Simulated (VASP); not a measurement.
# NaI (P1) in VASP: single point with PBEsol

Aim: the single point of NaI with PBEsol.

All numbers are computed with VASP 6.6.1; they aren't measurements. Logs are shortened: lines on timing, memory, paths and dates and some standing lists are left out, and cuts for length are marked.

### Step 1. The cell of the first run

The typed cell holds 8 atoms: a = 9.056 Å, b = 7.839 Å, c = 9.066 Å, α = 125.33°, β = 120.04°, γ = 30.03°.

### Step 2. Single point, PBEsol

INCAR reads:

```
ALGO = Normal
EDIFF = 1E-6
ENCUT = 520
GGA = PS
ISIF = 2
ISMEAR = -1
LASPH = T
LCHARG = T
LELF = T
LREAL = F
LVHAR = T
LWAVE = F
NBANDS = 38
NELM = 100
PREC = Accurate
SIGMA = 0.05
```

KPOINTS reads:

```
k-points
0
Gamma
  4 4 2
```

POSCAR reads:

```
NaI
1.0
    8.3788981517     -3.4355784920      0.0107004332
    7.7604526018      1.0363922580     -0.3904806922
   -4.9123505602      0.0043261101      7.6195519649
Na I
4 4
Direct
    0.2673832824     -0.0207269913      0.4998771741
    0.7670033909      0.9799133625     -0.0000295870
    0.2671429896     -0.0204697086      0.9999484242
    0.7669281182      0.9799184774      0.4999605398
    0.2669683505      0.4798233273      0.2499871751
    0.7673566376      0.4794361745      0.2498754844
    0.2667889145      0.4798844429      0.7498035534
    0.7673127372      0.4795605861      0.7499809772
```

Potentials or basis: VASP PAW PBE potentials, release 64 (Na_pv, I).

Run with:

```console
> cat potpaw_PBE.64/Na_pv/POTCAR potpaw_PBE.64/I/POTCAR > POTCAR
> mpirun -np 1 vasp_std > vasp.out
```

OUTCAR:

```text
EDIFF = 1E-6
   ENCUT = 520
   GGA = PS
   ISIF = 2
   ISMEAR = -1
   LASPH = T
   LREAL = F
   NELM = 100
   PREC = Accurate

 ion  position               nearest neighbor table
   1  0.267  0.979  0.500-
   2  0.767  0.980  1.000-
   3  0.267  0.980  1.000-
   4  0.767  0.980  0.500-
   5  0.267  0.480  0.250-
   6  0.767  0.479  0.250-
   7  0.267  0.480  0.750-
   8  0.767  0.480  0.750-

  LATTYP: Found a triclinic cell.
 ALAT       =     7.8390821317
 B/A-ratio  =     1.1564877831
 C/A-ratio  =     0.5781699974
 COS(alpha) =     0.0000133161
 COS(beta)  =     0.0002265185
 COS(gamma) =     0.5782224840

  Lattice vectors:

 A1 = (  -7.7604526018,  -1.0363922580,   0.3904806922)
 A2 = (  -4.9123505602,   0.0043261101,   7.6195519649)
 A3 = (  -0.6184455499,   4.4719707500,  -0.4011811254)

Analysis of symmetry for initial positions (statically):
=====================================================================
 Subroutine PRICEL returns:
 Original cell was already a primitive cell.

 Routine SETGRP: Setting up the symmetry group for a
 triclinic supercell.

 Subroutine GETGRP returns: Found  1 space group operations
 (whereof  1 operations were pure point group operations)
 out of a pool of  2 trial point group operations.

The static configuration has the point symmetry C_1 .

Analysis of symmetry for dynamics (positions and initial velocities):
=====================================================================
 Subroutine PRICEL returns:
 Original cell was already a primitive cell.

 Routine SETGRP: Setting up the symmetry group for a
 triclinic supercell.

 Subroutine GETGRP returns: Found  1 space group operations
 (whereof  1 operations were pure point group operations)
 out of a pool of  2 trial point group operations.

The dynamic configuration has the point symmetry C_1 .

 Subroutine INISYM returns: Found  1 space group operations
 (whereof  1 operations are pure point group operations),
 and found     1 'primitive' translations

----------------------------------------------------------------------------------------

                                     Primitive cell

  volume of cell :     262.7956

  direct lattice vectors                    reciprocal lattice vectors
     8.378898152 -3.435578492  0.010700433     0.030055810 -0.217709119  0.019500688
     7.760452602  1.036392258 -0.390480692     0.099612083  0.243139609  0.064082196
    -4.912350560  0.004326110  7.619551965     0.005062632  0.012765961  0.134497960

  length of vectors
     9.055895776  7.839082132  9.065802716     0.220637460  0.270455106  0.135197268

  position of ions in fractional coordinates (direct lattice)
     0.267383282  0.979273009  0.499877174
     0.767003391  0.979913362  0.999970413
     0.267142990  0.979530291  0.999948424
     0.766928118  0.979918477  0.499960540
     0.266968351  0.479823327  0.249987175
     0.767356638  0.479436175  0.249875484
     0.266788914  0.479884443  0.749803553
     0.767312737  0.479560586  0.749980977

  ion indices of the primitive-cell ions
   primitive index   ion index
                 1           1
                 2           2
                 3           3
                 4           4
                 5           5
                 6           6
                 7           7
                 8           8

----------------------------------------------------------------------------------------

 KPOINTS: k-points

Automatic generation of k-mesh.
 Grid dimensions read from file:
 generate k-points for:    4    4    2

 Generating k-lattice:

  Cartesian coordinates                     Fractional coordinates (reciprocal lattice)
     0.007513952 -0.054427280  0.004875172     0.250000000  0.000000000  0.000000000
     0.024903021  0.060784902  0.016020549    -0.000000000  0.250000000 -0.000000000
     0.002531316  0.006382981  0.067248980    -0.000000000 -0.000000000  0.500000000

  Length of vectors
     0.055159365  0.067613776  0.067598634

  Shift w.r.t. Gamma in fractional coordinates (k-lattice)
     0.000000000  0.000000000  0.000000000

 Subroutine IBZKPT returns following result:
 ===========================================

 Found     20 irreducible k-points:

 Following reciprocal coordinates:
            Coordinates               Weight
  0.000000  0.000000  0.000000      1.000000
  0.250000 -0.000000 -0.000000      2.000000
  0.500000 -0.000000 -0.000000      1.000000
  0.000000  0.250000  0.000000      2.000000
  0.250000  0.250000  0.000000      2.000000
  0.500000  0.250000  0.000000      2.000000
[... 12 lines left out ...]
  0.250000  0.250000  0.500000      2.000000
 -0.250000  0.250000  0.500000      2.000000
   k-points           NKPTS =     20   k-points in BZ     NKDIM =     20   number of bands    NBANDS=     38
   number of dos      NEDOS =    301   number of ions     NIONS =      8
   total plane-waves  NPLWV = 294000
   dimension x,y,z NGX =    70 NGY =   60 NGZ =   70
   dimension x,y,z NGXF=   140 NGYF=  120 NGZF=  140
   ions per type =               4   4
   NGX,Y,Z   is equivalent  to a cutoff of  12.85, 12.72, 12.84 a.u.
   NGXF,Y,Z  is equivalent  to a cutoff of  25.70, 25.45, 25.67 a.u.
 SYSTEM =  unknown system
   PREC   = accura    normal or accurate (medium, high low for compatibility)
   ISTART =      0    job   : 0-new  1-cont  2-samecut
   ICHARG =      2    charge: 1-file 2-atom 10-const
   ISPIN  =      1    spin polarized calculation?
   LNONCOLLINEAR =      F non collinear calculations
   LSORBIT =      F    spin-orbit coupling
   LASPH  =      T    aspherical Exc in radial PAW
   ENCUT  =  520.0 eV  38.22 Ry    6.18 a.u.  16.84 14.58 16.86*2*pi/ulx,y,z
   NELM   =    100;   NELMIN=  2; NELMDL= -5     # of ELM steps
   EDIFF  = 0.1E-05   stopping-criterion for ELM
   LREAL  =      F    real-space projection
   EDIFFG = 0.1E-04   stopping-criterion for IOM
   NSW    =      0    number of steps for IOM
   IBRION =     -1    ionic relax: 0-MD 1-quasi-New 2-CG
   NFREE  =      0    steps in history (QN), initial steepest desc. (CG)
   ISIF   =      2    stress and relaxation
   ISYM   =      2    0-nonsym 1-usesym 2-fastsym
   POTIM  = 0.5000    time-step for ionic-motion
   TEBEG  =    0.0;   TEEND  =   0.0 temperature during run
   PSTRESS=    0.0 pullay stress
   NELECT =      56.0000    total number of electrons
   NUPDOWN=      -1.0000    fix difference up-down
   EMIN   =  10.00;   EMAX   =-10.00  energy-range for DOS
   EFERMI =   0.00;   METHOD = LEGACY
   ISMEAR =    -1;   SIGMA  =   0.05  broadening in eV -4-tet -1-fermi 0-gaus
   EFERMI_NEDOS =   21; number of points for ismear=-14 and -15
   IALGO  =     38    algorithm
   IMIX   =      4    mixing-type and parameters
     AMIX     =   0.40;   BMIX     =  1.00
     AMIX_MAG =   1.60;   BMIX_MAG =  1.00
  volume/ion in A,a.u.               =      32.85       221.68
  Fermi-wavevector in a.u.,A,eV,Ry     =   0.977833  1.847837 13.009319  0.956158
  Thomas-Fermi vector in A             =   2.108562
   LORBIT       =      0    0 simple, 1 ext, 2 COOP (PROOUT), +10 PAW based schemes
   GGA     = PS    functional components
   LHFCALC =     F    Hartree Fock is set to
   AEXX    =    0.0000 exact exchange contribution
   IVDW    =     0    specifies the selected vdW correction
   LEPSILON=     F    determine dielectric tensor
   LRPA    =     F    only Hartree local field effects (RPA)
 non-spin polarized calculation
  energy-cutoff  :      520.00
  volume of cell :      262.80
 maximum number of plane-waves:      7108
 NGX is ok and might be reduce to    70
   NGX = 33   NGY = 29   NGZ = 33

 number of electron      55.9999990 magnetization

 Free energy of the ion-electron system (eV)
  ---------------------------------------------------
  ext. energy  EPLUGINS =         0.00000000
  ---------------------------------------------------
  free energy    TOTEN  =       -22.67027100 eV

  energy without entropy =      -22.67027100  energy(sigma->0) =      -22.67027100

 E-fermi :   2.1190     XC(G=0):  -7.9731

 val. band max:        0.9427622190   @ k =   0.0000   0.0000   0.0000
 cond. band min:       4.5275405991   @ k =   0.0000   0.0000   0.0000
 fundamental gap:      3.5847783801
 Fermi energy:         2.1189504418

 k-point     1 :       0.0000    0.0000    0.0000
  band No.  band energies     occupation
      1     -21.2801      2.00000
      2     -21.2800      2.00000
      3     -21.2783      2.00000
      4     -21.2756      2.00000
      5     -21.2756      2.00000
      6     -21.2741      2.00000
[... 30 lines left out ...]
     37       8.3473      0.00000
     38       8.7792      0.00000

 k-point     2 :       0.2500   -0.0000   -0.0000
  band No.  band energies     occupation
      1     -21.2789      2.00000
      2     -21.2789      2.00000
      3     -21.2774      2.00000
      4     -21.2771      2.00000
      5     -21.2758      2.00000
      6     -21.2755      2.00000
[... 30 lines left out ...]
     37       8.9318      0.00000
     38       9.2006      0.00000

 k-point     3 :       0.5000   -0.0000   -0.0000
  band No.  band energies     occupation
      1     -21.2782      2.00000
      2     -21.2780      2.00000
      3     -21.2770      2.00000
      4     -21.2770      2.00000
      5     -21.2770      2.00000
      6     -21.2768      2.00000
[... 30 lines left out ...]
     37       8.3426      0.00000
[... 617 lines left out ...]
 k-point    19 :       0.2500    0.2500    0.5000
  band No.  band energies     occupation
      1     -21.2782      2.00000
      2     -21.2782      2.00000
      3     -21.2774      2.00000
      4     -21.2770      2.00000
      5     -21.2756      2.00000
      6     -21.2751      2.00000
[... 30 lines left out ...]
     37       8.4571      0.00000
     38       8.4575      0.00000

 k-point    20 :      -0.2500    0.2500    0.5000
  band No.  band energies     occupation
      1     -21.2790      2.00000
      2     -21.2789      2.00000
      3     -21.2779      2.00000
      4     -21.2778      2.00000
      5     -21.2757      2.00000
      6     -21.2756      2.00000
[... 30 lines left out ...]
     37       8.7403      0.00000
     38       8.7416      0.00000

------------------------ aborting loop because EDIFF is reached ----------------------------------------

  FORCE on cell =-STRESS in cart. coord.  units (eV):
  Direction    XX          YY          ZZ          XY          YZ          ZX
  --------------------------------------------------------------------------------------
  -------------------------------------------------------------------------------------
  Total        0.0995423      0.0884183      0.0905011      0.0049419      0.0029795      0.0083761
  in kB        0.6068765      0.5390569      0.5517554      0.0301290      0.0181651      0.0510661
  external PRESSURE =       0.5658963 kB  Pullay stress =       0.0000000 kB

 VOLUME and BASIS-vectors are now :
 -----------------------------------------------------------------------------
  energy-cutoff  :      520.00
  volume of cell :      262.80
      direct lattice vectors                 reciprocal lattice vectors
     8.378898152 -3.435578492  0.010700433     0.030055810 -0.217709119  0.019500688
     7.760452602  1.036392258 -0.390480692     0.099612083  0.243139609  0.064082196
    -4.912350560  0.004326110  7.619551965     0.005062632  0.012765961  0.134497960

 POSITION                                       TOTAL-FORCE (eV/Angst)
 -----------------------------------------------------------------------------------
      7.38441      0.09846      3.42931         0.000377      0.000428      0.000359
      9.11901     -1.61520      7.24490        -0.001078      0.000362     -0.000390
      4.92787      0.10171      7.23953         0.001296     -0.000754     -0.000773
     11.57464     -1.61710      3.43504         0.000077      0.000171     -0.000106
      4.73252     -0.41882      1.72029         0.000396     -0.000630     -0.001114
      8.92277     -2.13835      1.72494        -0.000786      0.001066      0.000742
      2.27622     -0.41598      5.52864         0.000149     -0.001455      0.001233
      6.46667     -2.13591      5.53547        -0.000431      0.000812      0.000048
 -----------------------------------------------------------------------------------
    total drift:                               -0.000315      0.000096     -0.000065

  FREE ENERGIE OF THE ION-ELECTRON SYSTEM (eV)
  ---------------------------------------------------
  free  energy   TOTEN  =       -22.6702709962 eV

  energy  without entropy=      -22.6702709961  energy(sigma->0) =      -22.67027100
```

Wall time 3.4 min (1 thread of Intel Xeon 6975P-C (Granite Rapids), shared host); peak memory 0.67 GiB.

What came out:

| Property | Result |
| --- | --- |
| Free energy | -22.6703 eV |
| Pressure | 0.1 GPa |
| Band gap on the k mesh | 3.58 eV |

Levels at points of the mesh, in eV from the valence-band top:
```tsv
k point	band 24	band 25	band 26	band 27	band 28	band 29	band 30	band 31	band 32	band 33
(0.00, 0.00, 0.00)	-0.31	-0.31	0.00	0.00	0.00	3.58	4.45	4.95	4.95	5.36
(0.50, 0.00, 0.00)	-1.05	-1.01	-1.01	-0.32	-0.32	5.87	5.87	6.12	6.12	6.92
(0.00, 0.50, 0.00)	-0.80	-0.31	-0.31	-0.31	-0.30	4.46	4.46	4.95	4.95	5.36
(0.50, 0.50, 0.00)	-0.44	-0.44	-0.44	-0.32	-0.32	5.30	5.30	6.12	6.12	6.18
(0.00, 0.00, 0.50)	-0.57	-0.16	-0.16	-0.16	-0.16	4.87	4.87	5.42	5.42	6.65
(0.50, 0.50, 0.50)	-0.57	-0.16	-0.16	-0.16	-0.16	4.87	4.87	5.41	5.42	6.65
(0.50, 0.00, 0.50)	-1.00	-0.57	-0.57	-0.57	-0.57	5.42	5.42	5.42	5.42	6.65
(0.00, 0.50, 0.50)	-1.00	-0.57	-0.57	-0.57	-0.57	5.42	5.42	5.42	5.42	6.65
```

Caveat: the PAW data sets were made with another functional, which shifts forces and pressure a little; spin-orbit coupling is left out, which moves the levels of the heavy elements.
